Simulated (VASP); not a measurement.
# TlBr (Pm-3m) in VASP: further runs

TlBr is run at these levels: LDA; tasks: single point.

All numbers are computed with VASP 6.6.1; they aren't measurements. Logs are shortened: lines on timing, memory, paths and dates and some standing lists are left out, and cuts for length are marked.

**1. The cell of the first run**

Symmetry: Pm-3m, No. 221, cubic system. Conventional cell: a = 4.195 Å, b = 4.195 Å, c = 4.195 Å, α = 90.00°, β = 90.00°, γ = 90.00°. Within 4.8 Å of Tl (site symmetry m-3m) lie 8 Br at 3.63 Å and 6 Tl at 4.20 Å. Br (site symmetry m-3m) has 8 Tl at 3.63 Å and 6 Br at 4.20 Å within 4.8 Å.

**2. Single point, LDA**

The input, INCAR:

```
PREC = Accurate ; ENCUT = 500
EDIFF = 1E-6 ; ISMEAR = 0
SIGMA = 0.05 ; LREAL = F
LASPH = T ; NELM = 120
ALGO = Normal ; ISIF = 2
LWAVE = F ; LCHARG = T
GGA = CA ; LELF = T
LVHAR = T ; NBANDS = 17
GGA_COMPAT = F
```

The input, KPOINTS:

```
Automatic mesh
0
Gamma
  4 4 4
```

The input, POSCAR:

```
TlBr
1.0
    4.1950270559      0.0000000000      0.0000000000
    0.0000000000      4.1950270559      0.0000000000
    0.0000000000      0.0000000000      4.1950270559
Tl Br
1 1
Direct
    0.0000000000      0.0000000000      0.0000000000
    0.5000000000      0.5000000000      0.5000000000
```

Potentials or basis: VASP PAW LDA potentials, release 64 (Tl_d, Br).

Started as:

```bash
cat potpaw_LDA.64/Tl_d/POTCAR potpaw_LDA.64/Br/POTCAR > POTCAR
mpirun -np 1 vasp_std > vasp.out
```

OUTCAR:

```text
PREC = Accurate
   ENCUT = 500
   EDIFF = 1E-6
   ISMEAR = 0
   LREAL = F
   LASPH = T
   NELM = 120
   ISIF = 2
   GGA = CA

 ion  position               nearest neighbor table
   1  0.000  0.000  0.000-
   2  0.500  0.500  0.500-

  LATTYP: Found a simple cubic cell.
 ALAT       =     4.1950270559

  Lattice vectors:

 A1 = (   4.1950270559,   0.0000000000,   0.0000000000)
 A2 = (   0.0000000000,   4.1950270559,   0.0000000000)
 A3 = (   0.0000000000,   0.0000000000,   4.1950270559)

Analysis of symmetry for initial positions (statically):
=====================================================================
 Subroutine PRICEL returns:
 Original cell was already a primitive cell.

 Routine SETGRP: Setting up the symmetry group for a
 simple cubic supercell.

 Subroutine GETGRP returns: Found 48 space group operations
 (whereof 48 operations were pure point group operations)
 out of a pool of 48 trial point group operations.

The static configuration has the point symmetry O_h .

Analysis of symmetry for dynamics (positions and initial velocities):
=====================================================================
 Subroutine PRICEL returns:
 Original cell was already a primitive cell.

 Routine SETGRP: Setting up the symmetry group for a
 simple cubic supercell.

 Subroutine GETGRP returns: Found 48 space group operations
 (whereof 48 operations were pure point group operations)
 out of a pool of 48 trial point group operations.

The dynamic configuration has the point symmetry O_h .

 Subroutine INISYM returns: Found 48 space group operations
 (whereof 48 operations are pure point group operations),
 and found     1 'primitive' translations

----------------------------------------------------------------------------------------

                                     Primitive cell

  volume of cell :      73.8251

  direct lattice vectors                    reciprocal lattice vectors
     4.195027056  0.000000000  0.000000000     0.238377485  0.000000000  0.000000000
     0.000000000  4.195027056  0.000000000     0.000000000  0.238377485  0.000000000
     0.000000000  0.000000000  4.195027056     0.000000000  0.000000000  0.238377485

  length of vectors
     4.195027056  4.195027056  4.195027056     0.238377485  0.238377485  0.238377485

[... 61 lines left out ...]
   LSORBIT =      F    spin-orbit coupling
   LASPH  =      T    aspherical Exc in radial PAW
   ENCUT  =  500.0 eV  36.75 Ry    6.06 a.u.   7.65  7.65  7.65*2*pi/ulx,y,z
   NELM   =    120;   NELMIN=  2; NELMDL= -5     # of ELM steps
   EDIFF  = 0.1E-05   stopping-criterion for ELM
   LREAL  =      F    real-space projection
   EDIFFG = 0.1E-04   stopping-criterion for IOM
   NSW    =      0    number of steps for IOM
   IBRION =     -1    ionic relax: 0-MD 1-quasi-New 2-CG
   NFREE  =      0    steps in history (QN), initial steepest desc. (CG)
   ISIF   =      2    stress and relaxation
   ISYM   =      2    0-nonsym 1-usesym 2-fastsym
   POTIM  = 0.5000    time-step for ionic-motion
   TEBEG  =    0.0;   TEEND  =   0.0 temperature during run
   PSTRESS=    0.0 pullay stress
   NELECT =      20.0000    total number of electrons
   NUPDOWN=      -1.0000    fix difference up-down
   EMIN   =  10.00;   EMAX   =-10.00  energy-range for DOS
   EFERMI =   0.00;   METHOD = LEGACY
   ISMEAR =     0;   SIGMA  =   0.05  broadening in eV -4-tet -1-fermi 0-gaus
   EFERMI_NEDOS =   21; number of points for ismear=-14 and -15
   IALGO  =     38    algorithm
   IMIX   =      4    mixing-type and parameters
     AMIX     =   0.40;   BMIX     =  1.00
     AMIX_MAG =   1.60;   BMIX_MAG =  1.00
  volume/ion in A,a.u.               =      36.91       249.10
  Fermi-wavevector in a.u.,A,eV,Ry     =   1.059295  2.001776 15.267164  1.122105
  Thomas-Fermi vector in A             =   2.194635
   LORBIT       =      0    0 simple, 1 ext, 2 COOP (PROOUT), +10 PAW based schemes
   GGA     = CA    functional components
   LHFCALC =     F    Hartree Fock is set to
   AEXX    =    0.0000 exact exchange contribution
   IVDW    =     0    specifies the selected vdW correction
   LEPSILON=     F    determine dielectric tensor
   LRPA    =     F    only Hartree local field effects (RPA)
 non-spin polarized calculation
 Gauss-broadening in eV      SIGMA  =   0.05
  energy-cutoff  :      500.00
  volume of cell :       73.83
 maximum number of plane-waves:      1888
 NGX is ok and might be reduce to    32
   NGX = 15   NGY = 15   NGZ = 15

 number of electron      19.9999999 magnetization

 Free energy of the ion-electron system (eV)
  ---------------------------------------------------
  ext. energy  EPLUGINS =         0.00000000
  ---------------------------------------------------
  free energy    TOTEN  =        -6.23687970 eV

  energy without entropy =       -6.23687970  energy(sigma->0) =       -6.23687970

 E-fermi :   0.9232     XC(G=0):  -8.6778

 val. band max:        0.6726755665   @ k =   0.5000   0.0000   0.0000
 cond. band min:       2.6553328935   @ k =   0.5000   0.0000   0.0000
 fundamental gap:      1.9826573270
 Fermi energy:         0.9231589416

 k-point     1 :       0.0000    0.0000    0.0000
  band No.  band energies     occupation
      1     -12.2672      2.00000
      2      -9.2119      2.00000
      3      -9.2119      2.00000
      4      -9.1001      2.00000
      5      -9.1001      2.00000
      6      -9.1001      2.00000
[... 177 lines left out ...]
      4      -9.1738      2.00000
      5      -9.0683      2.00000
      6      -9.0683      2.00000
[... 9 lines left out ...]
     16      12.3635      0.00000
     17      15.5142      0.00000

------------------------ aborting loop because EDIFF is reached ----------------------------------------

  FORCE on cell =-STRESS in cart. coord.  units (eV):
  Direction    XX          YY          ZZ          XY          YZ          ZX
  --------------------------------------------------------------------------------------
  -------------------------------------------------------------------------------------
  Total       -2.0393054     -2.0393054     -2.0393054      0.0000000      0.0000000      0.0000000
  in kB      -44.2576703    -44.2576703    -44.2576703      0.0000000      0.0000000      0.0000000
  external PRESSURE =     -44.2576703 kB  Pullay stress =       0.0000000 kB

 VOLUME and BASIS-vectors are now :
 -----------------------------------------------------------------------------
  energy-cutoff  :      500.00
  volume of cell :       73.83
      direct lattice vectors                 reciprocal lattice vectors
     4.195027056  0.000000000  0.000000000     0.238377485  0.000000000  0.000000000
     0.000000000  4.195027056  0.000000000     0.000000000  0.238377485  0.000000000
     0.000000000  0.000000000  4.195027056     0.000000000  0.000000000  0.238377485

 POSITION                                       TOTAL-FORCE (eV/Angst)
 -----------------------------------------------------------------------------------
      0.00000      0.00000      0.00000         0.000000      0.000000      0.000000
      2.09751      2.09751      2.09751         0.000000      0.000000      0.000000
 -----------------------------------------------------------------------------------
    total drift:                                0.000000      0.000000     -0.000000

  FREE ENERGIE OF THE ION-ELECTRON SYSTEM (eV)
  ---------------------------------------------------
  free  energy   TOTEN  =        -6.2368797041 eV

  energy  without entropy=       -6.2368797041  energy(sigma->0) =       -6.23687970
```

OSZICAR:

```text
N       E                     dE             d eps       ncg     rms          rms(c)
DAV:   1     0.903559446232E+02    0.90356E+02   -0.92964E+03   348   0.973E+02
DAV:   2    -0.285193958266E+01   -0.93208E+02   -0.90258E+02   421   0.209E+02
DAV:   3    -0.657910203229E+01   -0.37272E+01   -0.37173E+01   393   0.362E+01
DAV:   4    -0.660260038150E+01   -0.23498E-01   -0.23495E-01   420   0.335E+00
DAV:   5    -0.660282297685E+01   -0.22260E-03   -0.22259E-03   395   0.323E-01    0.218E+00
DAV:   6    -0.628543149911E+01    0.31739E+00   -0.51817E-01   349   0.311E+00    0.127E+00
DAV:   7    -0.624256386084E+01    0.42868E-01   -0.12435E-01   362   0.138E+00    0.766E-01
DAV:   8    -0.623736272242E+01    0.52011E-02   -0.20926E-02   352   0.790E-01    0.192E-01
DAV:   9    -0.623681154288E+01    0.55118E-03   -0.22507E-03   367   0.201E-01    0.964E-02
DAV:  10    -0.623689163153E+01   -0.80089E-04   -0.31137E-04   352   0.785E-02    0.605E-02
DAV:  11    -0.623687979001E+01    0.11842E-04   -0.33497E-05   359   0.265E-02    0.186E-02
DAV:  12    -0.623687970410E+01    0.85907E-07   -0.17776E-06   353   0.759E-03
   1 F= -.62368797E+01 E0= -.62368797E+01  d E =-.166705E-13
```

stdout:

```text
POSCAR found type information on POSCAR TlBr
 POSCAR found :  2 types and       2 ions
 scaLAPACK will be used
 LDA part: xc-table for (Slater(with rela. corr.)+CA(PZ))
 , standard interpolation
 POSCAR, INCAR and KPOINTS ok, starting setup
 FFT: planning ... GRIDC
 FFT: planning ... GRID_SOFT
 FFT: planning ... GRID
 WAVECAR not read
 entering main loop
```

It took 11 s on 1 thread of Intel Xeon 8259CL, shared host; peak memory 0.15 GiB.

What came out:

```yaml
Free_energy: -6.2369 eV
Pressure: -4.4 GPa
Band_gap_on_the_k_mesh: 1.98 eV, direct
```

Levels at points of the mesh, in eV from the valence-band top:
```
           k point  band 7  band 8  band 9  band 10  band 11  band 12  band 13  band 14
(0.00, 0.00, 0.00)   -4.46   -0.70   -0.70    -0.70     6.52     6.52     6.52     7.16
(0.50, 0.00, 0.00)   -4.85   -0.33   -0.33     0.00     1.98     5.55     5.55     8.30
(0.50, 0.50, 0.00)   -3.64   -2.02   -2.02    -0.25     4.53     4.53     6.72     7.51
(0.50, 0.50, 0.50)   -2.94   -1.23   -1.23    -1.23     2.47     2.47     2.47    11.69
```

Caveat: spin-orbit coupling is left out, which moves the levels of the heavy elements. A hybrid or GW would open this gap; LDA tends to underestimate it.

**3. Single point, LDA (volume scaled by 0.948 of the coarse rest volume)**

The input, INCAR:

```
PREC = Accurate
ENCUT = 500
EDIFF = 1E-6
ISMEAR = 0
SIGMA = 0.02
LREAL = F
LASPH = T
NELM = 120
ALGO = Normal
ISIF = 2
LWAVE = F
LCHARG = F
GGA = CA
NBANDS = 17
GGA_COMPAT = F
```

The input, KPOINTS:

```
regular mesh
0
Gamma
  8 8 8
```

The input, POSCAR:

```
TlBr
1.0
    3.7780000000      0.0000000000      0.0000000000
    0.0000000000      3.7780000000      0.0000000000
    0.0000000000      0.0000000000      3.7780000000
Tl Br
1 1
Direct
    0.0000000000      0.0000000000      0.0000000000
    0.5000000000      0.5000000000      0.5000000000
```

Potentials or basis: VASP PAW LDA potentials, release 64 (Tl_d, Br).

Started as:

```bash
cat potpaw_LDA.64/Tl_d/POTCAR potpaw_LDA.64/Br/POTCAR > POTCAR
mpirun -np 1 vasp_std > vasp.out
```

It took 28 s on 1 thread of Intel Xeon 8259CL, shared host; peak memory 0.16 GiB.

It converged, with:

```yaml
Free_energy: -6.5404 eV
Pressure: 1.9 GPa
Band_gap_on_the_k_mesh: 1.19 eV, direct
```

Levels at points of the mesh, in eV from the valence-band top:
| k point | band 8 | band 9 | band 10 | band 11 | band 12 | band 13 |
| --- | --- | --- | --- | --- | --- | --- |
| (0.00, 0.00, 0.00) | -2.10 | -2.10 | -2.10 | 6.34 | 6.34 | 7.59 |
| (0.50, 0.00, 0.00) | -1.37 | -1.37 | 0.00 | 1.19 | 5.45 | 5.45 |
| (0.50, 0.50, 0.00) | -4.21 | -4.21 | -1.30 | 4.82 | 4.82 | 7.36 |
| (0.50, 0.50, 0.50) | -2.78 | -2.78 | -2.78 | 1.19 | 1.19 | 1.19 |

Caveat: spin-orbit coupling is left out, which moves the levels of the heavy elements.
